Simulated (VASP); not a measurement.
# Pt (I4/mmm) in VASP: further runs, part 2 of 2

VASP 6.6.1.

**6. Single point, LDA (12.99 Å³/atom)**

This run uses another cell than the first one, of 12.99 Å³/atom.

Input file INCAR:

```
PREC     = Accurate       # precision mode
ENCUT    = 520            # plane-wave cutoff, eV
EDIFF    = 1E-6           # SCF threshold, eV
ISMEAR   = 0              # smearing method
SIGMA    = 0.15           # smearing width, eV
LREAL    = F              # projectors in reciprocal space
LASPH    = T              # aspherical terms in the spheres
NELM     = 80             # most SCF steps
ALGO     = Normal         # electronic algorithm
ISIF     = 2              # what is computed and relaxed
LWAVE    = F              # write WAVECAR
LCHARG   = T              # write CHGCAR
GGA      = CA             # functional
LELF     = T              # ELF
LVHAR    = T            
NBANDS   = 11             # bands
```

Input file KPOINTS:

```
regular mesh
0
Gamma
  22 22 22
```

Input file POSCAR:

```
Pt
1.0
    0.0000000000      1.9640864756      1.6830257009
    1.9640864756      0.0000000000      1.6830257009
    1.9640864756      1.9640864756      0.0000000000
Pt
1
Direct
    0.0000000000      0.0000000000      0.0000000000
```

Potentials or basis: VASP PAW LDA potentials, release 64 (Pt).

Command:

```
$ cat potpaw_LDA.64/Pt/POTCAR > POTCAR
$ mpirun -np 1 vasp_std > vasp.out
```

OUTCAR:

```text
PREC = Accurate
   ENCUT = 520
   EDIFF = 1E-6
   ISMEAR = 0
   LREAL = F
   LASPH = T
   NELM = 80
   ISIF = 2
   GGA = CA

 ion  position               nearest neighbor table
   1  0.000  0.000  0.000-

  LATTYP: Found a body centered tetragonal cell.
 ALAT       =     2.7776377315
 C/A-ratio  =     1.2118396016

  Lattice vectors:

 A1 = (   0.0000000000,  -1.9640864756,  -1.6830257009)
 A2 = (   0.0000000000,   1.9640864756,  -1.6830257009)
 A3 = (   1.9640864756,   0.0000000000,   1.6830257009)

Analysis of symmetry for initial positions (statically):
=====================================================================
 Subroutine PRICEL returns:
 Original cell was already a primitive cell.

 Routine SETGRP: Setting up the symmetry group for a
 body centered tetragonal supercell.

 Subroutine GETGRP returns: Found 16 space group operations
 (whereof 16 operations were pure point group operations)
 out of a pool of 16 trial point group operations.

The static configuration has the point symmetry D_4h.

Analysis of symmetry for dynamics (positions and initial velocities):
[... 159 lines left out ...]
 val. band max:       14.1601231155   @ k =  -0.4545   0.0455   0.4091
 cond. band min:      14.1616842977   @ k =  -0.4091   0.3636   0.0000
 fundamental gap:      0.0015611823
 Fermi energy:        14.1607543968

 k-point     1 :       0.0000    0.0000    0.0000
  band No.  band energies     occupation
      1       2.2796      2.00000
      2       8.9877      2.00000
      3       8.9877      2.00000
      4      10.8676      2.00000
      5      10.9434      2.00000
      6      13.1563      2.00000
      7      28.8020      0.00000
      8      32.4753      0.00000
      9      32.4753      0.00000
     10      38.2660      0.00000
     11      41.0182      0.00000
[... 309 lines left out ...]
 k-point    24 :      -0.4545    0.0455    0.0000
  band No.  band energies     occupation
      1       5.3340      2.00000
      2       8.4021      2.00000
      3      10.4568      2.00000
      4      12.5094      2.00000
      5      14.4314      0.01073
      6      14.8282      0.00000
      7      21.9345      0.00000
      8      27.9625      0.00000
      9      33.1964      0.00000
     10      35.8603      0.00000
     11      43.6975      0.00000

 [... further k-points ...]
[... 5 lines left out ...]
  --------------------------------------------------------------------------------------
  -------------------------------------------------------------------------------------
  Total        4.4228648      4.4228648      5.4399140      0.0000000     -0.0000000      0.0000000
  in kB      545.7230444    545.7230444    671.2134661      0.0000000     -0.0000000      0.0000000
  external PRESSURE =     587.5531849 kB  Pullay stress =       0.0000000 kB

 VOLUME and BASIS-vectors are now :
 -----------------------------------------------------------------------------
  energy-cutoff  :      520.00
  volume of cell :       12.99
      direct lattice vectors                 reciprocal lattice vectors
     0.000000000  1.964086476  1.683025701    -0.254571276  0.254571276  0.297083996
     1.964086476  0.000000000  1.683025701     0.254571276 -0.254571276  0.297083996
     1.964086476  1.964086476  0.000000000     0.254571276  0.254571276 -0.297083996

 POSITION                                       TOTAL-FORCE (eV/Angst)
 -----------------------------------------------------------------------------------
      0.00000      0.00000      0.00000         0.000000      0.000000     -0.000000
 -----------------------------------------------------------------------------------
    total drift:                               -0.000000     -0.000000      0.000000

  FREE ENERGIE OF THE ION-ELECTRON SYSTEM (eV)
  ---------------------------------------------------
  free  energy   TOTEN  =        -7.1636734095 eV

  energy  without entropy=       -7.1503856411  energy(sigma->0) =       -7.15702953
```

OSZICAR:

```text
N       E                     dE             d eps       ncg     rms          rms(c)
DAV:   1     0.404218635958E+02    0.40422E+02   -0.54979E+03 18604   0.862E+02
DAV:   2    -0.695744426455E+01   -0.47379E+02   -0.45673E+02 21052   0.186E+02
DAV:   3    -0.755828703479E+01   -0.60084E+00   -0.59831E+00 21715   0.199E+01
DAV:   4    -0.756041622145E+01   -0.21292E-02   -0.21291E-02 21483   0.138E+00
DAV:   5    -0.756043011046E+01   -0.13889E-04   -0.13889E-04 21826   0.101E-01    0.203E+01
DAV:   6    -0.723438708282E+01    0.32604E+00   -0.53103E-01 20115   0.604E+00    0.108E+01
DAV:   7    -0.716908219025E+01    0.65305E-01   -0.17781E-01 21225   0.337E+00    0.252E+00
DAV:   8    -0.716380013210E+01    0.52821E-02   -0.10920E-02 20151   0.999E-01    0.521E-01
DAV:   9    -0.716366848027E+01    0.13165E-03   -0.11816E-04 21480   0.107E-01    0.149E-02
DAV:  10    -0.716367341801E+01   -0.49377E-05   -0.29923E-06 23460   0.117E-02    0.638E-03
DAV:  11    -0.716367340952E+01    0.84890E-08   -0.39794E-08 11688   0.197E-03
   1 F= -.71636734E+01 E0= -.71570295E+01  d E =-.132878E-01
```

stdout:

```text
POSCAR found type information on POSCAR Pt
 POSCAR found :  1 types and       1 ions
 scaLAPACK will be used
 LDA part: xc-table for (Slater(with rela. corr.)+CA(PZ))
 , standard interpolation
 POSCAR, INCAR and KPOINTS ok, starting setup
 FFT: planning ... GRIDC
 FFT: planning ... GRID_SOFT
 FFT: planning ... GRID
 WAVECAR not read
 entering main loop
```

Wall time 1.8 min (1 thread of Intel Xeon 8259CL, shared host); peak memory 0.23 GiB.

What came out:

| Quantity | Value |
| --- | --- |
| Free energy | -7.1637 eV |
| Pressure | 58.8 GPa |
| Band gap on the k mesh | zero (bands 5 and 6 overlap by 3.52 eV) |

Stress tensor (GPa, compression positive):
```
54.57  0.00  0.00
 0.00 54.57  0.00
 0.00  0.00 67.12
```

Caveat: the stress differs along the axes, from 55 to 67 GPa; spin-orbit coupling is left out, which moves the levels of the heavy elements.

**7. Overview**

```tsv
cell	gap on the mesh (eV)	pressure (GPa)
a = 2.827, b = 2.827, c = 2.934 Å, angles 58.7, 58.7, 62.5°, 1 atom	none	-24.7
a = 2.788, b = 2.788, c = 3.089 Å, angles 56.4, 56.4, 67.3°, 1 atom	none	-23.1
a = 2.723, b = 2.723, c = 2.506 Å, angles 62.6, 62.6, 54.8°, 1 atom	none	61.7
a = 2.572, b = 2.572, c = 3.079 Å, angles 53.2, 53.2, 73.5°, 1 atom	none	59.7
a = 2.587, b = 2.587, c = 2.778 Å, angles 57.5, 57.5, 65.0°, 1 atom	none	58.8
```

Alike in all rows: task single point; level LDA; potentials or basis VASP PAW LDA potentials, release 64 (Pt); no spin polarisation; k mesh 22 × 22 × 22; cutoff (eV) 520; smearing gaussian 0.15 eV.

Caveats: spin-orbit coupling is left out, which moves the levels of the heavy elements; the cell stands under tension (at least some runs); the stress differs along the axes, from -25 to -20 GPa (at least some runs); the stress differs along the axes, from 34 to 76 GPa (at least some runs); the stress differs along the axes, from 49 to 65 GPa (at least some runs); the stress differs along the axes, from 55 to 67 GPa (at least some runs).

Absolute energies hang on the potentials; compare differences alone.
